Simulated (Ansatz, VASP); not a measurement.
**GaN: VASP beside Ansatz**

File INCAR:

```
SYSTEM = GaN
  ALGO = Normal
  EDIFF = 1E-6
  ENCUT = 520
  GGA = PE
  ISIF = 2
  ISMEAR = 0
  LASPH = .TRUE.
  LCHARG = .FALSE.
  LREAL = .FALSE.
  LWAVE = .FALSE.
  NBANDS = 16
  NELM = 100
  PREC = Accurate
  SIGMA = 0.01
```

KPOINTS

```
k-points
0
G
  8 8 8
  0 0 0
```

File POSCAR:

```
GaN
1.0
    0.0000000000      2.1124717462      2.1124717462
    2.1124717462      0.0000000000      2.1124717462
    2.1124717462      2.1124717462      0.0000000000
Ga N
1 1
Direct
    0.5000000000      0.5000000000      0.5000000000
    0.0000000000      0.0000000000      0.0000000000
```

Input for Ansatz:

```yaml
crystal:
  lattice:
    - [0.0, 2.1124717462, 2.1124717462]
    - [2.1124717462, 0.0, 2.1124717462]
    - [2.1124717462, 2.1124717462, 0.0]
  atoms:
    - { symbol: Ga, position: [0.5, 0.5, 0.5] }
    - { symbol: "N", position: [0.0, 0.0, 0.0] }
kpoints:
  mp_grid: { grid: [8, 8, 8] }
hamiltonian:
  xc: pbe
scf:
  occupations: { method: fixed }
  n_extra_bands: 4
output:
  forces: true
  stress: true
  eigenvalues: true
```

Alike in both runs: task single point; functional PBE; k mesh 8 × 8 × 8; no spin polarisation.

|  | VASP | Ansatz |
| --- | --- | --- |
| version | VASP 6.6.1 | Ansatz 0.2.0 |
| potentials or method | VASP PAW PBE potentials, release 64 (Ga_d, N) | plane waves, PAW |
| plane-wave cutoff (eV) | 520 | 420 |
| occupations | gaussian, width 0.01 eV | fixed |
| valence electrons in the cell | 18 | 18 |

|  | VASP | Ansatz | Ansatz less VASP |
| --- | --- | --- | --- |
| gap on the k mesh at the Fermi level (eV) | 0.62 | 0.63 | +0.010 |
| pressure (GPa) | 7.7 | 6.8 | -0.84 |
